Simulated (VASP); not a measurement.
# Te (R-3m) in VASP: further runs

Te is run at these levels: PBEsol+D3(BJ), PBEsol; tasks: single point, relaxation of cell and atoms.

All numbers are computed with VASP 6.6.1; they aren't measurements. Logs are shortened: lines on timing, memory, paths and dates and some standing lists are left out, and cuts for length are marked.

### Step 1. The cell of the first run

The structure is trigonal, space group R-3m (No. 166). Conventional cell: a = 4.612 Å, b = 4.612 Å, c = 5.073 Å, α = 90.00°, β = 90.00°, γ = 120.00°. Within 4.2 Å of Te (site symmetry -3m) lie 6 Te at 3.15 Å.

### Step 2. Single point, PBEsol+D3(BJ)

Contents of INCAR:

```
SYSTEM = Te
PREC = Accurate ; ENCUT = 520
EDIFF = 1E-6 ; ISMEAR = -1
SIGMA = 0.05 ; LREAL = .FALSE.
LASPH = .TRUE. ; NELM = 80
ALGO = Normal ; ISIF = 2
LWAVE = .FALSE. ; LCHARG = .TRUE.
GGA = PS ; IVDW = 12
LELF = .TRUE. ; LVHAR = .TRUE.
NBANDS = 9
```

Contents of KPOINTS:

```
Automatic mesh
0
G
  9 9 9
  0 0 0
```

Contents of POSCAR:

```
Te
1.0
    2.3059043427      1.3313144930      1.6909537039
   -2.3059043427      1.3313144930      1.6909537039
    0.0000000000     -2.6626289860      1.6909537039
Te
1
Direct
    0.5000000000      0.5000000000      0.5000000000
```

Potentials or basis: VASP PAW PBE potentials, release 64 (Te).

Started as:

```console
$ cat potpaw_PBE.64/Te/POTCAR > POTCAR
$ mpirun -np 1 vasp_std > vasp.out
```

OUTCAR:

```text
SYSTEM = Te
   PREC = Accurate
   ENCUT = 520
   EDIFF = 1E-6
   ISMEAR = -1
   LREAL = .FALSE.
   LASPH = .TRUE.
   NELM = 80
   ISIF = 2
   GGA = PS
   IVDW = 12
 IVDW          = 12

 ion  position               nearest neighbor table
   1  0.500  0.500  0.500-

  LATTYP: Found a trigonal (rhomboedric) cell.
 ALAT       =     3.1541904739
 COS(alpha) =    -0.0688991668

  Lattice vectors:

 A1 = (   2.3059043427,   1.3313144930,   1.6909537039)
 A2 = (  -2.3059043427,   1.3313144930,   1.6909537039)
 A3 = (   0.0000000000,  -2.6626289860,   1.6909537039)

Analysis of symmetry for initial positions (statically):
=====================================================================
 Subroutine PRICEL returns:
 Original cell was already a primitive cell.

 Routine SETGRP: Setting up the symmetry group for a
 trigonal (rhombohedral) supercell.

 Subroutine GETGRP returns: Found 12 space group operations
 (whereof 12 operations were pure point group operations)
 out of a pool of 12 trial point group operations.

The static configuration has the point symmetry D_3d.

Analysis of symmetry for dynamics (positions and initial velocities):
=====================================================================
 Subroutine PRICEL returns:
 Original cell was already a primitive cell.

 Routine SETGRP: Setting up the symmetry group for a
 trigonal (rhombohedral) supercell.

 Subroutine GETGRP returns: Found 12 space group operations
 (whereof 12 operations were pure point group operations)
 out of a pool of 12 trial point group operations.

The dynamic configuration has the point symmetry D_3d.

 Subroutine INISYM returns: Found 12 space group operations
 (whereof 12 operations are pure point group operations),
 and found     1 'primitive' translations

----------------------------------------------------------------------------------------

                                     Primitive cell

  volume of cell :      31.1462

  direct lattice vectors                    reciprocal lattice vectors
     2.305904343  1.331314493  1.690953704     0.216834667  0.125189553  0.197127415
    -2.305904343  1.331314493  1.690953704    -0.216834667  0.125189553  0.197127415
     0.000000000 -2.662628986  1.690953704     0.000000000 -0.250379107  0.197127415

  length of vectors
     3.154190474  3.154190474  3.154190474     0.318667405  0.318667405  0.318667405

  position of ions in fractional coordinates (direct lattice)
     0.500000000  0.500000000  0.500000000

  ion indices of the primitive-cell ions
   primitive index   ion index
                 1           1

----------------------------------------------------------------------------------------

 KPOINTS: Automatic mesh

Automatic generation of k-mesh.
 Grid dimensions read from file:
 generate k-points for:    9    9    9

 Generating k-lattice:

  Cartesian coordinates                     Fractional coordinates (reciprocal lattice)
     0.024092741  0.013909950  0.021903046     0.111111111  0.000000000  0.000000000
    -0.024092741  0.013909950  0.021903046     0.000000000  0.111111111  0.000000000
     0.000000000 -0.027819901  0.021903046     0.000000000  0.000000000  0.111111111

  Length of vectors
     0.035407489  0.035407489  0.035407489

  Shift w.r.t. Gamma in fractional coordinates (k-lattice)
     0.000000000  0.000000000  0.000000000

 Subroutine IBZKPT returns following result:
 ===========================================

 Found     85 irreducible k-points:

 Following reciprocal coordinates:
            Coordinates               Weight
  0.000000  0.000000  0.000000      1.000000
  0.111111  0.000000  0.000000      6.000000
  0.222222  0.000000  0.000000      6.000000
  0.333333  0.000000  0.000000      6.000000
  0.444444  0.000000  0.000000      6.000000
  0.111111  0.111111  0.000000      6.000000
[... 16 lines left out ...]
 -0.333333  0.333333  0.000000      6.000000
  0.444444  0.444444  0.000000      6.000000
 [... further k-points ...]
   k-points           NKPTS =     85   k-points in BZ     NKDIM =     85   number of bands    NBANDS=      9
   number of dos      NEDOS =    301   number of ions     NIONS =      1
   total plane-waves  NPLWV =  13824
   dimension x,y,z NGX =    24 NGY =   24 NGZ =   24
   dimension x,y,z NGXF=    48 NGYF=   48 NGZF=   48
   ions per type =               1
   NGX,Y,Z   is equivalent  to a cutoff of  12.65, 12.65, 12.65 a.u.
   NGXF,Y,Z  is equivalent  to a cutoff of  25.30, 25.30, 25.30 a.u.
 SYSTEM =  Te
   PREC   = accura    normal or accurate (medium, high low for compatibility)
   ISTART =      0    job   : 0-new  1-cont  2-samecut
   ICHARG =      2    charge: 1-file 2-atom 10-const
   ISPIN  =      1    spin polarized calculation?
   LNONCOLLINEAR =      F non collinear calculations
   LSORBIT =      F    spin-orbit coupling
   LASPH  =      T    aspherical Exc in radial PAW
   ENCUT  =  520.0 eV  38.22 Ry    6.18 a.u.   5.86  5.86  5.86*2*pi/ulx,y,z
   NELM   =     80;   NELMIN=  2; NELMDL= -5     # of ELM steps
   EDIFF  = 0.1E-05   stopping-criterion for ELM
   LREAL  =      F    real-space projection
   EDIFFG = 0.1E-04   stopping-criterion for IOM
   NSW    =      0    number of steps for IOM
   IBRION =     -1    ionic relax: 0-MD 1-quasi-New 2-CG
   NFREE  =      0    steps in history (QN), initial steepest desc. (CG)
   ISIF   =      2    stress and relaxation
   ISYM   =      2    0-nonsym 1-usesym 2-fastsym
   POTIM  = 0.5000    time-step for ionic-motion
   TEBEG  =    0.0;   TEEND  =   0.0 temperature during run
   PSTRESS=    0.0 pullay stress
   NELECT =       6.0000    total number of electrons
   NUPDOWN=      -1.0000    fix difference up-down
   EMIN   =  10.00;   EMAX   =-10.00  energy-range for DOS
   EFERMI =   0.00;   METHOD = LEGACY
   ISMEAR =    -1;   SIGMA  =   0.05  broadening in eV -4-tet -1-fermi 0-gaus
   EFERMI_NEDOS =   21; number of points for ismear=-14 and -15
   IALGO  =     38    algorithm
   IMIX   =      4    mixing-type and parameters
     AMIX     =   0.40;   BMIX     =  1.00
     AMIX_MAG =   1.60;   BMIX_MAG =  1.00
  volume/ion in A,a.u.               =      31.15       210.18
  Fermi-wavevector in a.u.,A,eV,Ry     =   0.945490  1.786717 12.162947  0.893951
  Thomas-Fermi vector in A             =   2.073397
   LORBIT       =      0    0 simple, 1 ext, 2 COOP (PROOUT), +10 PAW based schemes
   GGA     = PS    functional components
   LHFCALC =     F    Hartree Fock is set to
   AEXX    =    0.0000 exact exchange contribution
   IVDW    =    12    specifies the selected vdW correction
   LEPSILON=     F    determine dielectric tensor
   LRPA    =     F    only Hartree local field effects (RPA)
 non-spin polarized calculation
  energy-cutoff  :      520.00
  volume of cell :       31.15
 maximum number of plane-waves:       858
   NGX = 11   NGY = 11   NGZ = 11

 number of electron       5.9999999 magnetization

 Free energy of the ion-electron system (eV)
  ---------------------------------------------------
  ext. energy  EPLUGINS =         0.00000000
  ---------------------------------------------------
  free energy    TOTEN  =        -3.50517258 eV

  energy without entropy =       -3.49977762  energy(sigma->0) =       -3.50247510

 E-fermi :   6.9484     XC(G=0):  -9.6474

 val. band max:        6.9293954609   @ k =   0.2222   0.1111   0.1111
 cond. band min:       6.9484923304   @ k =  -0.3333   0.4444   0.2222
 fundamental gap:      0.0190968695
 Fermi energy:         6.9484111054

 k-point     1 :       0.0000    0.0000    0.0000
  band No.  band energies     occupation
      1      -7.0397      2.00000
      2       7.9199      0.00000
      3       8.3847      0.00000
      4       8.3847      0.00000
      5      13.0112      0.00000
      6      13.0112      0.00000
      7      13.4997      0.00000
      8      23.7425      0.00000
      9      23.9538      0.00000

 k-point     2 :       0.1111    0.0000    0.0000
  band No.  band energies     occupation
      1      -6.8853      2.00000
      2       6.6523      1.99465
      3       8.2237      0.00000
      4       8.5125      0.00000
      5      13.1570      0.00000
      6      13.4803      0.00000
      7      15.0428      0.00000
      8      21.6559      0.00000
      9      21.7584      0.00000

 k-point     3 :       0.2222    0.0000    0.0000
  band No.  band energies     occupation
      1      -6.4437      2.00000
      2       4.2275      2.00000
      3       8.5552      0.00000
      4       8.8645      0.00000
      5      13.5721      0.00000
      6      14.0091      0.00000
      7      18.0430      0.00000
      8      19.7792      0.00000
      9      19.8580      0.00000

 k-point     4 :       0.3333    0.0000    0.0000
  band No.  band energies     occupation
      1      -5.8077      2.00000
      2       2.1162      2.00000
      3       9.0124      0.00000
      4       9.3309      0.00000
      5      14.1512      0.00000
      6      14.8329      0.00000
      7      17.7135      0.00000
      8      18.3694      0.00000
      9      20.1410      0.00000
[... 205 lines left out ...]
 k-point    22 :      -0.4444    0.3333    0.0000
  band No.  band energies     occupation
      1      -4.0605      2.00000
      2       2.0149      2.00000
      3       3.8440      2.00000
      4      10.1462      0.00000
      5      10.4711      0.00000
      6      16.4236      0.00000
      7      18.3009      0.00000
      8      19.5974      0.00000
      9      20.2581      0.00000

 k-point    23 :      -0.3333    0.3333    0.0000
  band No.  band energies     occupation
      1      -4.6554      2.00000
      2       3.4100      2.00000
      3       3.5136      2.00000
      4      10.1186      0.00000
      5      10.9754      0.00000
      6      15.7081      0.00000
      7      18.8546      0.00000
      8      19.1541      0.00000
      9      21.6391      0.00000

 k-point    24 :       0.4444    0.4444    0.0000
  band No.  band energies     occupation
      1      -3.4318      2.00000
      2       2.0519      2.00000
      3       2.7179      2.00000
      4       9.2508      0.00000
      5      10.8124      0.00000
      6      17.2125      0.00000
      7      19.0633      0.00000
      8      19.5004      0.00000
      9      19.8905      0.00000

 [... further k-points ...]

------------------------ aborting loop because EDIFF is reached ----------------------------------------

 Edisp (eV)   -0.44509

 E8    (eV) :    -0.3023

  FORCE on cell =-STRESS in cart. coord.  units (eV):
  Direction    XX          YY          ZZ          XY          YZ          ZX
  --------------------------------------------------------------------------------------
  -------------------------------------------------------------------------------------
  Total      -0.46388    -0.46388    -0.42958     0.00000    -0.00000     0.00000
  in kB     -23.86207   -23.86207   -22.09791     0.00000    -0.00000     0.00000
  external pressure =      -23.27 kB  Pullay stress =        0.00 kB

 VOLUME and BASIS-vectors are now :
 -----------------------------------------------------------------------------
  energy-cutoff  :      520.00
  volume of cell :       31.15
      direct lattice vectors                 reciprocal lattice vectors
     2.305904343  1.331314493  1.690953704     0.216834667  0.125189553  0.197127415
    -2.305904343  1.331314493  1.690953704    -0.216834667  0.125189553  0.197127415
     0.000000000 -2.662628986  1.690953704     0.000000000 -0.250379107  0.197127415

 POSITION                                       TOTAL-FORCE (eV/Angst)
 -----------------------------------------------------------------------------------
      0.00000      0.00000      2.53643         0.000000     -0.000000     -0.000000
 -----------------------------------------------------------------------------------
    total drift:                                0.000000      0.000000     -0.000000

  FREE ENERGIE OF THE ION-ELECTRON SYSTEM (eV)
  ---------------------------------------------------
  free  energy   TOTEN  =        -3.9502639309 eV

  energy  without entropy=       -3.9448689656  energy(sigma->0) =       -3.94756645
```

It took 7.1 s on 1 thread of Intel Xeon 6975P-C (Granite Rapids), shared host; peak memory 0.16 GiB.

What came out:

| Property | Result |
| --- | --- |
| Free energy | -3.9503 eV |
| Pressure | -2.3 GPa |
| Band gap on the k mesh | zero (band 3 reaches 9.37 eV, above the bottom of band 4 at 4.46 eV) |
| Dispersion energy per atom | -0.445 eV |

Caveat: three body term missing; the PAW data sets were made with another functional, which shifts forces and pressure a little; spin-orbit coupling is left out, which moves the levels of the heavy elements; pairwise dispersion overbinds metals, which lowers pressure and volume.

### Step 3. Relaxation of cell and atoms, PBEsol

Contents of INCAR:

```
SYSTEM = Te
  PREC = Accurate
  ENCUT = 600
  EDIFF = 1E-6
  ISMEAR = -1
  SIGMA = 0.05
  LREAL = .FALSE.
  LASPH = .TRUE.
  NELM = 100
  ALGO = Normal
  ISIF = 3
  LWAVE = .FALSE.
  LCHARG = .FALSE.
  GGA = PS
  IBRION = 2
  NSW = 60
  EDIFFG = -0.01
```

Contents of KPOINTS:

```
regular mesh
0
G
  9 9 9
  0 0 0
```

POSCAR is that of step 2.

Potentials or basis: VASP PAW PBE potentials, release 64 (Te).

Started as:

```console
$ cat potpaw_PBE.64/Te/POTCAR > POTCAR
$ mpirun -np 1 vasp_std > vasp.out
```

Wall time 46 s (1 thread of Intel Xeon 6975P-C (Granite Rapids), shared host); peak memory 0.18 GiB.

The run converged. Its results:

| Item | Value |
| --- | --- |
| Free energy | -3.5061 eV |
| Relaxed volume | 31.30 Å³/atom |
| Relaxed cell | a = 3.154 Å, b = 3.154 Å, c = 3.154 Å, α = 92.09°, β = 92.09°, γ = 92.09° |
| Space group after relaxing (to 0.05 Å) | R-3m (No. 166) |
| Energy gained by relaxing | 1.0 meV/atom |
| Ionic steps | 10 |
| Pressure after relaxing | 0.0 GPa |
| Band gap on the k mesh | zero (band 3 reaches 9.43 eV, above the bottom of band 4 at 4.14 eV) |

The path:
```tsv
step	energy change (eV)	largest force (eV/Å)	pressure (GPa)	volume (Å³)
1	0.0000	0.0000	-0.04	31.15
2	0.0000	0.0000	0.04	31.11
3	0.0000	0.0000	0.08	31.09
4	0.0000	0.0000	0.08	31.09
5	-0.0001	0.0000	0.08	31.11
6	-0.0002	0.0000	0.09	31.13
7	-0.0004	0.0000	0.08	31.18
8	-0.0009	0.0000	0.04	31.26
9	-0.0003	0.0000	-0.08	31.41
10	-0.0010	0.0000	0.02	31.30
```

Final structure:
```yaml
crystal:
  lattice:
    - [2.27031, 1.31076, 1.75324]
    - [-2.27031, 1.31076, 1.75324]
    - [0.00000, -2.62152, 1.75324]
  atoms:
    - { symbol: Te, position: [0.50000, 0.50000, 0.50000] }
```

Levels at points of the mesh, in eV from the Fermi level:
```tsv
k point	band 1	band 2	band 3	band 4	band 5	band 6	band 7
(0.00, 0.00, 0.00)	-13.98	1.06	1.31	1.31	5.99	5.99	6.48
```

Caveat: the PAW data sets were made with another functional, which shifts forces and pressure a little; spin-orbit coupling is left out, which moves the levels of the heavy elements.

(Part 1 of 2 ends here.)
